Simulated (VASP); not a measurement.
# Ta5Br3 (P-3m1) in VASP: single point with PBE

Aim: the single point of Ta5Br3 with PBE.

Program: VASP 6.6.1. These are calculated values, not measurements. Logs are shortened: lines on timing, memory, paths and dates and some standing lists are left out, and cuts for length are marked.

**1. The cell of the first run**

The structure is trigonal, space group P-3m1 (No. 164). The conventional cell has a = 3.307 Å, b = 3.307 Å, c = 37.741 Å, α = 90.00°, β = 90.00°, γ = 120.00°. Ta (site symmetry 3m) has 3 Br at 2.70 Å and 9 Ta at 2.82 to 3.31 Å within 3.6 Å. Within 3.6 Å of Ta (site symmetry 3m) lie 3 Br at 2.70 Å and 9 Ta at 2.82 to 3.31 Å. Within 3.7 Å of Ta (site symmetry 3m) lie 12 Ta at 2.82 to 3.31 Å. Within 3.6 Å of Ta (site symmetry 3m) lie 3 Br at 2.71 Å and 9 Ta at 2.80 to 3.31 Å. Ta (site symmetry 3m) has 12 Ta at 2.80 to 3.31 Å within 3.7 Å. Within 3.6 Å of Br (site symmetry 3m) lie 3 Ta at 2.70 Å and 6 Br at 3.31 Å. Within 3.6 Å of Br (site symmetry 3m) lie 3 Ta at 2.70 Å and 6 Br at 3.31 Å. Within 3.6 Å of Br (site symmetry 3m) lie 3 Ta at 2.71 Å and 6 Br at 3.31 Å.

**2. Single point, PBE**

Input file INCAR:

```
  PREC = Accurate
  ENCUT = 520
  EDIFF = 1E-6
  ISMEAR = 0
  SIGMA = 0.2
  LREAL = Auto
  LASPH = True
  NELM = 100
  ALGO = Normal
  ISIF = 2
  LWAVE = False
  LCHARG = False
  GGA = PE
  NBANDS = 90
```

Input file KPOINTS:

```
regular mesh
0
Gamma
  5 5 1
```

Input file POSCAR:

```
Ta5Br3
1.0
    3.3069674555     -0.0000028009     -0.0000088873
   -1.6534861534      2.8639202197      0.0000029673
   -0.0000925321     -0.0000177488     37.7411243967
Ta Br
10 6
Direct
    0.0000009462      0.0000003890      0.3978594708
    0.3333355582      0.6666673923      0.2881668570
    0.6666682931      0.3333338949      0.3430179229
   -0.0000009462     -0.0000003890      0.6021405292
    0.6666644418      0.3333326077      0.7118331430
    0.3333317069      0.6666661051      0.6569820771
   -0.0000013215     -0.0000002847      0.9168600535
    0.6666660073      0.3333331863      0.9711380357
    0.0000013215      0.0000002847      0.0831399465
    0.3333339927      0.6666668137      0.0288619643
    0.3333378692      0.6666677728      0.4486127194
   -0.0000011396      0.0000000607      0.2374190490
    0.6666621308      0.3333322272      0.5513872806
    0.0000011396     -0.0000000607      0.7625809510
    0.3333248037      0.6666649470      0.8658948458
    0.6666751963      0.3333350530      0.1341051542
```

Potentials or basis: VASP PAW PBE potentials, release 64 (Ta_pv, Br).

Command:

```
$ cat potpaw_PBE.64/Ta_pv/POTCAR potpaw_PBE.64/Br/POTCAR > POTCAR
$ mpirun -np 1 vasp_std > vasp.out
```

OUTCAR:

```text
PREC = Accurate
   ENCUT = 520
   EDIFF = 1E-6
   ISMEAR = 0
   LREAL = Auto
   LASPH = True
   NELM = 100
   ISIF = 2
   GGA = PE

 ion  position               nearest neighbor table
   1  0.000  0.000  0.398-  11 2.70  11 2.70  11 2.70   3 2.82   3 2.82   3 2.82
   2  0.333  0.667  0.288-  12 2.70  12 2.70  12 2.70   3 2.82   3 2.82   3 2.82
   3  0.667  0.333  0.343-   1 2.82   1 2.82   1 2.82   2 2.82   2 2.82   2 2.82
   4  1.000  1.000  0.602-  13 2.70  13 2.70  13 2.70   6 2.82   6 2.82   6 2.82
   5  0.667  0.333  0.712-  14 2.70  14 2.70  14 2.70   6 2.82   6 2.82   6 2.82
   6  0.333  0.667  0.657-   4 2.82   4 2.82   4 2.82   5 2.82   5 2.82   5 2.82
   7  1.000  1.000  0.917-  15 2.71  15 2.71  15 2.71   8 2.80   8 2.80   8 2.80
   8  0.667  0.333  0.971-   7 2.80   7 2.80   7 2.80  10 2.90  10 2.90  10 2.90
   9  0.000  0.000  0.083-  16 2.71  16 2.71  16 2.71  10 2.80  10 2.80  10 2.80
  10  0.333  0.667  0.029-   9 2.80   9 2.80   9 2.80   8 2.90   8 2.90   8 2.90
  11  0.333  0.667  0.449-   1 2.70   1 2.70   1 2.70
  12  1.000  0.000  0.237-   2 2.70   2 2.70   2 2.70
  13  0.667  0.333  0.551-   4 2.70   4 2.70   4 2.70
  14  0.000  1.000  0.763-   5 2.70   5 2.70   5 2.70
  15  0.333  0.667  0.866-   7 2.71   7 2.71   7 2.71
  16  0.667  0.333  0.134-   9 2.71   9 2.71   9 2.71

  LATTYP: Found a hexagonal cell.
 ALAT       =     3.3069674555
 C/A-ratio  =    11.4126083503

  Lattice vectors:

 A1 = (   3.3069674555,  -0.0000028009,  -0.0000088873)
 A2 = (  -1.6534861534,   2.8639202197,   0.0000029673)
 A3 = (  -0.0000925321,  -0.0000177488,  37.7411243967)

Analysis of symmetry for initial positions (statically):
=====================================================================
 Subroutine PRICEL returns:
 Original cell was already a primitive cell.

 Routine SETGRP: Setting up the symmetry group for a
 hexagonal supercell.

 Subroutine GETGRP returns: Found  4 space group operations
 (whereof  4 operations were pure point group operations)
 out of a pool of 24 trial point group operations.

The static configuration has the point symmetry C_2h.

Analysis of symmetry for dynamics (positions and initial velocities):
=====================================================================
 Subroutine PRICEL returns:
 Original cell was already a primitive cell.

 Routine SETGRP: Setting up the symmetry group for a
 hexagonal supercell.

 Subroutine GETGRP returns: Found  4 space group operations
 (whereof  4 operations were pure point group operations)
 out of a pool of 24 trial point group operations.

The dynamic configuration has the point symmetry C_2h.

 Subroutine INISYM returns: Found  4 space group operations
 (whereof  4 operations are pure point group operations),
 and found     1 'primitive' translations

----------------------------------------------------------------------------------------

                                     Primitive cell

  volume of cell :     357.4419

  direct lattice vectors                    reciprocal lattice vectors
     3.306967456 -0.000002801 -0.000008887     0.302391996  0.174586210  0.000000823
    -1.653486153  2.863920220  0.000002967     0.000000296  0.349171909  0.000000164
    -0.000092532 -0.000017749 37.741124397     0.000000071  0.000000014  0.026496296

  length of vectors
     3.306967456  3.306970741 37.741124397     0.349172255  0.349171909  0.026496296

  position of ions in fractional coordinates (direct lattice)
     0.000000946  0.000000389  0.397859471
     0.333335558  0.666667392  0.288166857
     0.666668293  0.333333895  0.343017923
     0.999999054  0.999999611  0.602140529
     0.666664442  0.333332608  0.711833143
     0.333331707  0.666666105  0.656982077
[... 8 lines left out ...]
     0.333324804  0.666664947  0.865894846
     0.666675196  0.333335053  0.134105154

  ion indices of the primitive-cell ions
   primitive index   ion index
                 1           1
                 2           2
                 3           3
                 4           4
                 5           5
                 6           6
[... 8 lines left out ...]
                15          15
                16          16

----------------------------------------------------------------------------------------

 KPOINTS: regular mesh

Automatic generation of k-mesh.
 Grid dimensions read from file:
 generate k-points for:    5    5    1

 Generating k-lattice:

  Cartesian coordinates                     Fractional coordinates (reciprocal lattice)
     0.060478399  0.034917242  0.000000165     0.200000000 -0.000000000  0.000000000
     0.000000059  0.069834382  0.000000033    -0.000000000  0.200000000  0.000000000
     0.000000071  0.000000014  0.026496296     0.000000000 -0.000000000  1.000000000

  Length of vectors
     0.069834451  0.069834382  0.026496296

  Shift w.r.t. Gamma in fractional coordinates (k-lattice)
     0.000000000  0.000000000  0.000000000

 Subroutine IBZKPT returns following result:
 ===========================================

 Found      9 irreducible k-points:

 Following reciprocal coordinates:
            Coordinates               Weight
  0.000000  0.000000  0.000000      1.000000
  0.200000 -0.000000 -0.000000      2.000000
 -0.000000  0.200000  0.000000      4.000000
  0.400000  0.000000 -0.000000      2.000000
 -0.000000  0.400000  0.000000      4.000000
  0.200000  0.200000 -0.000000      4.000000
 -0.200000  0.400000  0.000000      2.000000
  0.400000  0.200000 -0.000000      2.000000
 -0.200000 -0.400000  0.000000      4.000000
   k-points           NKPTS =      9   k-points in BZ     NKDIM =      9   number of bands    NBANDS=     90
   number of dos      NEDOS =    301   number of ions     NIONS =     16
   total plane-waves  NPLWV = 225792
   dimension x,y,z NGX =    28 NGY =   28 NGZ =  288
   dimension x,y,z NGXF=    56 NGYF=   56 NGZF=  576
   ions per type =              10   6
   NGX,Y,Z   is equivalent  to a cutoff of  14.08, 14.08, 12.69 a.u.
   NGXF,Y,Z  is equivalent  to a cutoff of  28.15, 28.15, 25.37 a.u.
 SYSTEM =  unknown system
   PREC   = accura    normal or accurate (medium, high low for compatibility)
   ISTART =      0    job   : 0-new  1-cont  2-samecut
   ICHARG =      2    charge: 1-file 2-atom 10-const
   ISPIN  =      1    spin polarized calculation?
   LNONCOLLINEAR =      F non collinear calculations
   LSORBIT =      F    spin-orbit coupling
   LASPH  =      T    aspherical Exc in radial PAW
   ENCUT  =  520.0 eV  38.22 Ry    6.18 a.u.   6.15  6.15 70.17*2*pi/ulx,y,z
   NELM   =    100;   NELMIN=  2; NELMDL= -5     # of ELM steps
   EDIFF  = 0.1E-05   stopping-criterion for ELM
   LREAL  =      T    real-space projection
   EDIFFG = 0.1E-04   stopping-criterion for IOM
   NSW    =      0    number of steps for IOM
   IBRION =     -1    ionic relax: 0-MD 1-quasi-New 2-CG
   NFREE  =      0    steps in history (QN), initial steepest desc. (CG)
   ISIF   =      2    stress and relaxation
   ISYM   =      2    0-nonsym 1-usesym 2-fastsym
   POTIM  = 0.5000    time-step for ionic-motion
   TEBEG  =    0.0;   TEEND  =   0.0 temperature during run
   PSTRESS=    0.0 pullay stress
   NELECT =     152.0000    total number of electrons
   NUPDOWN=      -1.0000    fix difference up-down
   EMIN   =  10.00;   EMAX   =-10.00  energy-range for DOS
   EFERMI =   0.00;   METHOD = LEGACY
   ISMEAR =     0;   SIGMA  =   0.20  broadening in eV -4-tet -1-fermi 0-gaus
   EFERMI_NEDOS =   21; number of points for ismear=-14 and -15
   IALGO  =     38    algorithm
   IMIX   =      4    mixing-type and parameters
     AMIX     =   0.40;   BMIX     =  1.00
     AMIX_MAG =   1.60;   BMIX_MAG =  1.00
  volume/ion in A,a.u.               =      22.34       150.76
  Fermi-wavevector in a.u.,A,eV,Ry     =   1.231084  2.326411 20.620538  1.515567
  Thomas-Fermi vector in A             =   2.365907
   LORBIT       =      0    0 simple, 1 ext, 2 COOP (PROOUT), +10 PAW based schemes
   GGA     = PE    functional components
   LHFCALC =     F    Hartree Fock is set to
   AEXX    =    0.0000 exact exchange contribution
   IVDW    =     0    specifies the selected vdW correction
   LEPSILON=     F    determine dielectric tensor
   LRPA    =     F    only Hartree local field effects (RPA)
 non-spin polarized calculation
 Gauss-broadening in eV      SIGMA  =   0.20
  energy-cutoff  :      520.00
  volume of cell :      357.44
 maximum number of plane-waves:      9666
 NGX is ok and might be reduce to    28
   NGX = 13   NGY = 13   NGZ =141

 number of electron     152.0000002 magnetization

 Free energy of the ion-electron system (eV)
  ---------------------------------------------------
  ext. energy  EPLUGINS =         0.00000000
  ---------------------------------------------------
  free energy    TOTEN  =      -130.37494943 eV

  energy without entropy =     -130.17707940  energy(sigma->0) =     -130.27601442

 E-fermi :   5.0417     XC(G=0): -10.6031

 val. band max:        4.9883045900   @ k =  -0.0000   0.2000   0.0000
 cond. band min:       5.0900764541   @ k =   0.2000   0.2000  -0.0000
 fundamental gap:      0.1017718641
 Fermi energy:         5.0416635576

 k-point     1 :       0.0000    0.0000    0.0000
  band No.  band energies     occupation
      1     -30.2299      2.00000
      2     -30.2299      2.00000
      3     -30.2162      2.00000
      4     -30.1888      2.00000
      5     -30.0964      2.00000
      6     -30.0964      2.00000
[... 80 lines left out ...]
     87       5.8210      0.00000
     88       5.9701      0.00000

 k-point     2 :       0.2000   -0.0000   -0.0000
  band No.  band energies     occupation
      1     -30.1853      2.00000
      2     -30.1853      2.00000
      3     -30.1842      2.00000
      4     -30.1740      2.00000
      5     -30.1109      2.00000
      6     -30.1109      2.00000
[... 626 lines left out ...]
     87       7.0874      0.00000
     88       7.6637      0.00000

 k-point     9 :      -0.2000   -0.4000    0.0000
  band No.  band energies     occupation
      1     -30.1526      2.00000
      2     -30.1526      2.00000
      3     -30.1383      2.00000
      4     -30.1361      2.00000
      5     -30.1333      2.00000
      6     -30.1333      2.00000
[... 80 lines left out ...]
     87       7.0874      0.00000
     88       7.6637      0.00000
 [bands above 88 left out]

------------------------ aborting loop because EDIFF is reached ----------------------------------------

  FORCE on cell =-STRESS in cart. coord.  units (eV):
  Direction    XX          YY          ZZ          XY          YZ          ZX
  --------------------------------------------------------------------------------------
  -------------------------------------------------------------------------------------
  Total        0.9037921      0.9035906      0.7722136      0.0001736     -0.0004684     -0.0008172
  in kB        4.0511066      4.0502032      3.4613266      0.0007780     -0.0020994     -0.0036631
  external PRESSURE =       3.8542121 kB  Pullay stress =       0.0000000 kB

 VOLUME and BASIS-vectors are now :
 -----------------------------------------------------------------------------
  energy-cutoff  :      520.00
  volume of cell :      357.44
      direct lattice vectors                 reciprocal lattice vectors
     3.306967456 -0.000002801 -0.000008887     0.302391996  0.174586210  0.000000823
    -1.653486153  2.863920220  0.000002967     0.000000296  0.349171909  0.000000164
    -0.000092532 -0.000017749 37.741124397     0.000000071  0.000000014  0.026496296

 POSITION                                       TOTAL-FORCE (eV/Angst)
 -----------------------------------------------------------------------------------
     -0.00003     -0.00001     15.01566        -0.000015     -0.000009     -0.009540
     -0.00002      1.90928     10.87574         0.000014      0.000008      0.003982
      1.65346      0.95463     12.94588        -0.000033     -0.000019      0.003136
      1.65342      2.86391     22.72545         0.000015      0.000009      0.009540
      1.65341      0.95462     26.86538        -0.000014     -0.000008     -0.003982
     -0.00007      1.90927     24.79524         0.000033      0.000019     -0.003136
[... 8 lines left out ...]
     -0.00011      1.90926     32.67984         0.000035      0.000020     -0.040237
      1.65350      0.95464      5.06127        -0.000035     -0.000020      0.040237
 -----------------------------------------------------------------------------------
    total drift:                                0.000000      0.000000     -0.000000

  FREE ENERGIE OF THE ION-ELECTRON SYSTEM (eV)
  ---------------------------------------------------
  free  energy   TOTEN  =      -130.3749494307 eV

  energy  without entropy=     -130.1770794017  energy(sigma->0) =     -130.27601442
```

Run time: 12 min. Hardware: 1 thread of AMD EPYC 9R45 (Zen 5), shared host; peak memory 0.56 GiB.

What came out:

- Free energy: -130.3749 eV
- Pressure: 0.4 GPa
- Largest force: 0.087 eV/Å
- Band gap on the k mesh: zero (bands 76 and 77 overlap by 0.74 eV)

Forces on the atoms (eV/Å):
```
Ta   0.000  0.000 -0.010
Ta   0.000  0.000  0.004
Ta   0.000  0.000  0.003
Ta   0.000  0.000  0.010
Ta   0.000  0.000 -0.004
Ta   0.000  0.000 -0.003
Ta   0.000  0.000  0.087
Ta   0.000  0.000 -0.009
Ta   0.000  0.000 -0.087
Ta   0.000  0.000  0.009
Br   0.000  0.000  0.006
Br   0.000  0.000 -0.006
Br   0.000  0.000 -0.006
Br   0.000  0.000  0.006
Br   0.000  0.000 -0.040
Br   0.000  0.000  0.040
```

Caveat: the k points lie up to 0.44 Å⁻¹ apart, too coarse for converged energies and pressures of a metal; spin-orbit coupling is left out, which moves the levels of the heavy elements; this functional lacks dispersion, which binds layers or chains, so the pressure and a relaxed spacing across them are unreliable.

The gap in the log of VASP goes by the Fermi energy; the results here count the filled bands.